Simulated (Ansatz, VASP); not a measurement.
NaF in VASP and in Ansatz

```
Na F
1.0
     0.00000    2.32330    2.32330
     2.32330    0.00000    2.32330
     2.32330    2.32330    0.00000
Na F
1 1
Cartesian
  0.0000 -0.4500 -0.4500
  2.3233 2.3233 2.3233
```

Alike in both runs: task single point; functional PBEsol; k mesh 8 × 8 × 8; occupations gaussian, width 0.05 eV; no spin polarisation.

```csv
,VASP,Ansatz
version,VASP 6.6.1,Ansatz 0.2.0
potentials or method,"VASP PAW PBE potentials, release 64 (Na_pv, F), cutoff 520 eV","scalar-relativistic, plane waves, PAW"
valence electrons in the cell,14,16
```

VASP gave:

| Quantity | Value |
| --- | --- |
| gap on the k mesh at the Fermi level (eV) | 6.06 |
| least direct gap on the mesh (eV) | 6.09 |
| pressure (GPa) | 12.2 |
| traceless stress, the component that is largest in VASP (GPa) | -14.92 |
| rms of the force components (eV/Å) | 1.172 |

**Question.** Estimate Ansatz's values.

**Answer.** gap on the k mesh at the Fermi level (eV): 6.09; least direct gap on the mesh (eV): 6.12; pressure (GPa): 11.8; traceless stress, the component that is largest in VASP (GPa): -14.27; rms of the force components (eV/Å): 1.120.

VASP's potentials were made for PBE, not for PBEsol. Atom by atom the forces differ by 0.052 eV/Å (rms over components). VASP's potentials hold 14 valence electrons a cell and Ansatz's 16, so a difference there can come from the potentials and not from the codes.
